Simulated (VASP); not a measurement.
# BP (F-43m) in VASP: a series of runs

Runs on BP. Level: PBE. Tasks: single point.

All numbers are computed with VASP 6.6.1; they aren't measurements. Logs are shortened: lines on timing, memory, paths and dates and some standing lists are left out, and cuts for length are marked.

## Step 1: The cell of the first run

The structure is cubic, space group F-43m (No. 216). The conventional cell has a = 4.548 Å, b = 4.548 Å, c = 4.548 Å, α = 90.00°, β = 90.00°, γ = 90.00°. Within 2.6 Å of B (site symmetry -43m) lie 4 P at 1.97 Å. Within 2.6 Å of P (site symmetry -43m) lie 4 B at 1.97 Å.

## Step 2: Single point, PBE

Input file INCAR:

```
SYSTEM = BP
PREC     = Accurate       ! precision mode
ENCUT    = 500            ! plane-wave cutoff, eV
EDIFF    = 1E-6           ! SCF threshold, eV
ISMEAR   = 0              ! smearing method
SIGMA    = 0.02           ! smearing width, eV
LREAL    = .FALSE.        ! projectors in reciprocal space
LASPH    = .TRUE.         ! aspherical terms in the spheres
NELM     = 120            ! most SCF steps
ALGO     = Normal         ! electronic algorithm
ISIF     = 2              ! what is computed and relaxed
LWAVE    = .FALSE.        ! write WAVECAR
LCHARG   = .TRUE.         ! write CHGCAR
GGA      = PE             ! functional
LELF     = .TRUE.         ! ELF
LVHAR    = .TRUE.       
NBANDS   = 11             ! bands
GGA_COMPAT= .FALSE.
```

Input file KPOINTS:

```
regular mesh
0
G
  10 10 10
  0 0 0
```

Input file POSCAR:

```
BP
1.0
    0.0000000000      2.2741219932      2.2741219932
    2.2741219932      0.0000000000      2.2741219932
    2.2741219932      2.2741219932      0.0000000000
B P
1 1
Direct
    0.0000000000      0.0000000000      0.0000000000
    0.2500000000      0.2500000000      0.2500000000
```

Potentials or basis: VASP PAW PBE potentials, release 64 (B, P).

Command:

```
$ cat potpaw_PBE.64/B/POTCAR potpaw_PBE.64/P/POTCAR > POTCAR
$ mpirun -np 1 vasp_std > vasp.out
```

OUTCAR:

```text
SYSTEM = BP
   PREC = Accurate
   ENCUT = 500
   EDIFF = 1E-6
   ISMEAR = 0
   LREAL = .FALSE.
   LASPH = .TRUE.
   NELM = 120
   ISIF = 2
   GGA = PE

 ion  position               nearest neighbor table
   1  0.000  0.000  0.000-   2 1.97   2 1.97   2 1.97   2 1.97
   2  0.250  0.250  0.250-   1 1.97   1 1.97   1 1.97   1 1.97

  LATTYP: Found a face centered cubic cell.
 ALAT       =     4.5482439864

  Lattice vectors:

 A1 = (   0.0000000000,   2.2741219932,   2.2741219932)
 A2 = (   2.2741219932,   0.0000000000,   2.2741219932)
 A3 = (   2.2741219932,   2.2741219932,   0.0000000000)

Analysis of symmetry for initial positions (statically):
=====================================================================
 Subroutine PRICEL returns:
 Original cell was already a primitive cell.

 Routine SETGRP: Setting up the symmetry group for a
 face centered cubic supercell.

 Subroutine GETGRP returns: Found 24 space group operations
 (whereof 24 operations were pure point group operations)
 out of a pool of 48 trial point group operations.

The static configuration has the point symmetry T_d .

Analysis of symmetry for dynamics (positions and initial velocities):
=====================================================================
 Subroutine PRICEL returns:
 Original cell was already a primitive cell.

 Routine SETGRP: Setting up the symmetry group for a
 face centered cubic supercell.

 Subroutine GETGRP returns: Found 24 space group operations
 (whereof 24 operations were pure point group operations)
 out of a pool of 48 trial point group operations.

The dynamic configuration has the point symmetry T_d .

 Subroutine INISYM returns: Found 24 space group operations
 (whereof 24 operations are pure point group operations),
 and found     1 'primitive' translations

----------------------------------------------------------------------------------------

                                     Primitive cell

  volume of cell :      23.5218

  direct lattice vectors                    reciprocal lattice vectors
     0.000000000  2.274121993  2.274121993    -0.219865074  0.219865074  0.219865074
     2.274121993  0.000000000  2.274121993     0.219865074 -0.219865074  0.219865074
     2.274121993  2.274121993  0.000000000     0.219865074  0.219865074 -0.219865074

  length of vectors
     3.216094165  3.216094165  3.216094165     0.380817479  0.380817479  0.380817479

  position of ions in fractional coordinates (direct lattice)
     0.000000000  0.000000000  0.000000000
     0.250000000  0.250000000  0.250000000

  ion indices of the primitive-cell ions
[... 79 lines left out ...]
   IBRION =     -1    ionic relax: 0-MD 1-quasi-New 2-CG
   NFREE  =      0    steps in history (QN), initial steepest desc. (CG)
   ISIF   =      2    stress and relaxation
   ISYM   =      2    0-nonsym 1-usesym 2-fastsym
   POTIM  = 0.5000    time-step for ionic-motion
   TEBEG  =    0.0;   TEEND  =   0.0 temperature during run
   PSTRESS=    0.0 pullay stress
   NELECT =       8.0000    total number of electrons
   NUPDOWN=      -1.0000    fix difference up-down
   EMIN   =  10.00;   EMAX   =-10.00  energy-range for DOS
   EFERMI =   0.00;   METHOD = LEGACY
   ISMEAR =     0;   SIGMA  =   0.02  broadening in eV -4-tet -1-fermi 0-gaus
   EFERMI_NEDOS =   21; number of points for ismear=-14 and -15
   IALGO  =     38    algorithm
   IMIX   =      4    mixing-type and parameters
     AMIX     =   0.40;   BMIX     =  1.00
     AMIX_MAG =   1.60;   BMIX_MAG =  1.00
  volume/ion in A,a.u.               =      11.76        79.37
  Fermi-wavevector in a.u.,A,eV,Ry     =   1.142741  2.159467 17.767257  1.305857
  Thomas-Fermi vector in A             =   2.279438
   LORBIT       =      0    0 simple, 1 ext, 2 COOP (PROOUT), +10 PAW based schemes
   GGA     = PE    functional components
   LHFCALC =     F    Hartree Fock is set to
   AEXX    =    0.0000 exact exchange contribution
   IVDW    =     0    specifies the selected vdW correction
   LEPSILON=     F    determine dielectric tensor
   LRPA    =     F    only Hartree local field effects (RPA)
 non-spin polarized calculation
 Gauss-broadening in eV      SIGMA  =   0.02
  energy-cutoff  :      500.00
  volume of cell :       23.52
 maximum number of plane-waves:       610
   NGX = 11   NGY = 11   NGZ = 11

 number of electron       8.0000000 magnetization

 Free energy of the ion-electron system (eV)
  ---------------------------------------------------
  ext. energy  EPLUGINS =         0.00000000
  ---------------------------------------------------
  free energy    TOTEN  =       -12.93057601 eV

  energy without entropy =      -12.93057601  energy(sigma->0) =      -12.93057601

 E-fermi :   7.4766     XC(G=0): -10.8781

 val. band max:        7.3530926850   @ k =   0.0000   0.0000   0.0000
 cond. band min:       8.6015473012   @ k =   0.4000   0.4000   0.0000
 fundamental gap:      1.2484546161
 Fermi energy:         7.4765864836

 k-point     1 :       0.0000    0.0000    0.0000
  band No.  band energies     occupation
      1      -8.0471      2.00000
      2       7.3531      2.00000
      3       7.3531      2.00000
      4       7.3531      2.00000
      5      10.7439      0.00000
      6      10.7439      0.00000
      7      10.7439      0.00000
      8      14.6246      0.00000
      9      18.8204      0.00000
     10      19.4626      0.00000
     11      19.4626      0.00000
[... 309 lines left out ...]
 k-point    24 :       0.4000    0.3000    0.0000
  band No.  band energies     occupation
      1      -5.1253      2.00000
      2       1.2077      2.00000
      3       3.3300      2.00000
      4       3.8591      2.00000
      5       9.1699      0.00000
      6      10.9781      0.00000
      7      16.7829      0.00000
      8      16.7981      0.00000
      9      21.2750      0.00000
     10      22.5768      0.00000
     11      24.3152      0.00000

 [... further k-points ...]
[... 5 lines left out ...]
  --------------------------------------------------------------------------------------
  -------------------------------------------------------------------------------------
  Total       -0.0303197     -0.0303197     -0.0303197      0.0000000     -0.0000000      0.0000000
  in kB       -2.0652106     -2.0652106     -2.0652106      0.0000000     -0.0000000      0.0000000
  external PRESSURE =      -2.0652106 kB  Pullay stress =       0.0000000 kB

 VOLUME and BASIS-vectors are now :
 -----------------------------------------------------------------------------
  energy-cutoff  :      500.00
  volume of cell :       23.52
      direct lattice vectors                 reciprocal lattice vectors
     0.000000000  2.274121993  2.274121993    -0.219865074  0.219865074  0.219865074
     2.274121993  0.000000000  2.274121993     0.219865074 -0.219865074  0.219865074
     2.274121993  2.274121993  0.000000000     0.219865074  0.219865074 -0.219865074

 POSITION                                       TOTAL-FORCE (eV/Angst)
 -----------------------------------------------------------------------------------
      0.00000      0.00000      0.00000        -0.000000     -0.000000      0.000000
      1.13706      1.13706      1.13706         0.000000      0.000000     -0.000000
 -----------------------------------------------------------------------------------
    total drift:                                0.000000      0.000000      0.000000

  FREE ENERGIE OF THE ION-ELECTRON SYSTEM (eV)
  ---------------------------------------------------
  free  energy   TOTEN  =       -12.9305760115 eV

  energy  without entropy=      -12.9305760115  energy(sigma->0) =      -12.93057601
```

Wall time 5.5 s (1 thread of Intel Xeon 6975P-C (Granite Rapids), shared host); peak memory 0.13 GiB.

Results:

* Free energy: -12.9306 eV
* Pressure: -0.2 GPa
* Band gap on the k mesh: 1.25 eV (least direct gap 3.39 eV)

A k mesh can miss the band edges.

## Step 3: Single point, PBE

Input file INCAR:

```
PREC = Accurate
ENCUT = 500
EDIFF = 1E-6
ISMEAR = 0
SIGMA = 0.02
LREAL = False
LASPH = True
NELM = 120
ALGO = Normal
ISIF = 2
LWAVE = False
LCHARG = True
GGA = PE
LELF = True
LVHAR = True
NBANDS = 11
GGA_COMPAT = False
```

Input file KPOINTS:

```
Automatic mesh
0
Gamma
  10 10 10
```

POSCAR is that of step 2.

Potentials or basis: VASP PAW PBE potentials, release 64 (B, P).

Command:

```
$ cat potpaw_PBE.64/B/POTCAR potpaw_PBE.64/P/POTCAR > POTCAR
$ mpirun -np 1 vasp_std > vasp.out
```

OUTCAR:

```text
PREC = Accurate
   ENCUT = 500
   EDIFF = 1E-6
   ISMEAR = 0
   LREAL = False
   LASPH = True
   NELM = 120
   ISIF = 2
   GGA = PE

 ion  position               nearest neighbor table
   1  0.000  0.000  0.000-   2 1.97   2 1.97   2 1.97   2 1.97
   2  0.250  0.250  0.250-   1 1.97   1 1.97   1 1.97   1 1.97

  LATTYP: Found a face centered cubic cell.
 ALAT       =     4.5482439864

  Lattice vectors:

 A1 = (   0.0000000000,   2.2741219932,   2.2741219932)
 A2 = (   2.2741219932,   0.0000000000,   2.2741219932)
 A3 = (   2.2741219932,   2.2741219932,   0.0000000000)

Analysis of symmetry for initial positions (statically):
=====================================================================
 Subroutine PRICEL returns:
 Original cell was already a primitive cell.

 Routine SETGRP: Setting up the symmetry group for a
 face centered cubic supercell.

 Subroutine GETGRP returns: Found 24 space group operations
 (whereof 24 operations were pure point group operations)
 out of a pool of 48 trial point group operations.

The static configuration has the point symmetry T_d .

Analysis of symmetry for dynamics (positions and initial velocities):
[... 163 lines left out ...]
 fundamental gap:      1.2484546161
 Fermi energy:         7.4765864836

 k-point     1 :       0.0000    0.0000    0.0000
  band No.  band energies     occupation
      1      -8.0471      2.00000
      2       7.3531      2.00000
      3       7.3531      2.00000
      4       7.3531      2.00000
      5      10.7439      0.00000
      6      10.7439      0.00000
      7      10.7439      0.00000
      8      14.6246      0.00000
      9      18.8204      0.00000
     10      19.4626      0.00000
     11      19.4626      0.00000
[... 309 lines left out ...]
 k-point    24 :       0.4000    0.3000    0.0000
  band No.  band energies     occupation
      1      -5.1253      2.00000
      2       1.2077      2.00000
      3       3.3300      2.00000
      4       3.8591      2.00000
      5       9.1699      0.00000
      6      10.9781      0.00000
      7      16.7829      0.00000
      8      16.7981      0.00000
      9      21.2750      0.00000
     10      22.5768      0.00000
     11      24.3152      0.00000

 [... further k-points ...]
[... 5 lines left out ...]
  --------------------------------------------------------------------------------------
  -------------------------------------------------------------------------------------
  Total       -0.0303197     -0.0303197     -0.0303197      0.0000000     -0.0000000      0.0000000
  in kB       -2.0652106     -2.0652106     -2.0652106      0.0000000     -0.0000000      0.0000000
  external PRESSURE =      -2.0652106 kB  Pullay stress =       0.0000000 kB

 VOLUME and BASIS-vectors are now :
 -----------------------------------------------------------------------------
  energy-cutoff  :      500.00
  volume of cell :       23.52
      direct lattice vectors                 reciprocal lattice vectors
     0.000000000  2.274121993  2.274121993    -0.219865074  0.219865074  0.219865074
     2.274121993  0.000000000  2.274121993     0.219865074 -0.219865074  0.219865074
     2.274121993  2.274121993  0.000000000     0.219865074  0.219865074 -0.219865074

 POSITION                                       TOTAL-FORCE (eV/Angst)
 -----------------------------------------------------------------------------------
      0.00000      0.00000      0.00000        -0.000000     -0.000000      0.000000
      1.13706      1.13706      1.13706         0.000000      0.000000     -0.000000
 -----------------------------------------------------------------------------------
    total drift:                                0.000000      0.000000      0.000000

  FREE ENERGIE OF THE ION-ELECTRON SYSTEM (eV)
  ---------------------------------------------------
  free  energy   TOTEN  =       -12.9305760115 eV

  energy  without entropy=      -12.9305760115  energy(sigma->0) =      -12.93057601
```

OSZICAR:

```text
N       E                     dE             d eps       ncg     rms          rms(c)
DAV:   1     0.820860493596E+01    0.82086E+01   -0.38475E+03  1034   0.636E+02
DAV:   2    -0.130627304671E+02   -0.21271E+02   -0.20129E+02  1420   0.105E+02
DAV:   3    -0.136216134374E+02   -0.55888E+00   -0.55755E+00  1305   0.150E+01
DAV:   4    -0.136237496308E+02   -0.21362E-02   -0.21360E-02  1182   0.111E+00
DAV:   5    -0.136237614179E+02   -0.11787E-04   -0.11787E-04  1314   0.814E-02    0.714E+00
DAV:   6    -0.130265371138E+02    0.59722E+00   -0.13720E+00  1163   0.504E+00    0.385E+00
DAV:   7    -0.129377839491E+02    0.88753E-01   -0.22627E-01  1277   0.236E+00    0.132E+00
DAV:   8    -0.129300420486E+02    0.77419E-02   -0.26311E-02  1218   0.923E-01    0.191E-01
DAV:   9    -0.129303669315E+02   -0.32488E-03   -0.71424E-04  1210   0.180E-01    0.121E-01
DAV:  10    -0.129305642436E+02   -0.19731E-03   -0.24763E-04  1154   0.987E-02    0.279E-02
DAV:  11    -0.129305750134E+02   -0.10770E-04   -0.11542E-05  1323   0.225E-02    0.329E-02
DAV:  12    -0.129305760115E+02   -0.99807E-06   -0.45709E-06  1157   0.105E-02
   1 F= -.12930576E+02 E0= -.12930576E+02  d E =-.935996E-21
```

stdout:

```text
POSCAR found type information on POSCAR B P
 POSCAR found :  2 types and       2 ions
 scaLAPACK will be used
 LDA part: xc-table for (Slater+PW92), standard interpolation
 POSCAR, INCAR and KPOINTS ok, starting setup
 FFT: planning ... GRIDC
 FFT: planning ... GRID_SOFT
 FFT: planning ... GRID
 WAVECAR not read
 entering main loop
```

Wall time 5.5 s (1 thread of Intel Xeon 6975P-C (Granite Rapids), shared host); peak memory 0.13 GiB.

Results:

```
Free energy            : -12.9306 eV
Pressure               : -0.2 GPa
Band gap on the k mesh : 1.25 eV (least direct gap 3.39 eV)
```

Levels at points of the mesh, in eV from the valence-band top:
| k point | band 1 | band 2 | band 3 | band 4 | band 5 | band 6 | band 7 | band 8 |
| --- | --- | --- | --- | --- | --- | --- | --- | --- |
| (0.00, 0.00, 0.00) | -15.40 | 0.00 | 0.00 | 0.00 | 3.39 | 3.39 | 3.39 | 7.27 |
| (0.50, 0.00, 0.00) | -12.10 | -8.98 | -1.75 | -1.75 | 3.74 | 4.71 | 4.71 | 10.10 |
| (0.50, 0.50, 0.00) | -10.58 | -8.55 | -4.09 | -4.09 | 1.35 | 1.67 | 12.06 | 12.06 |
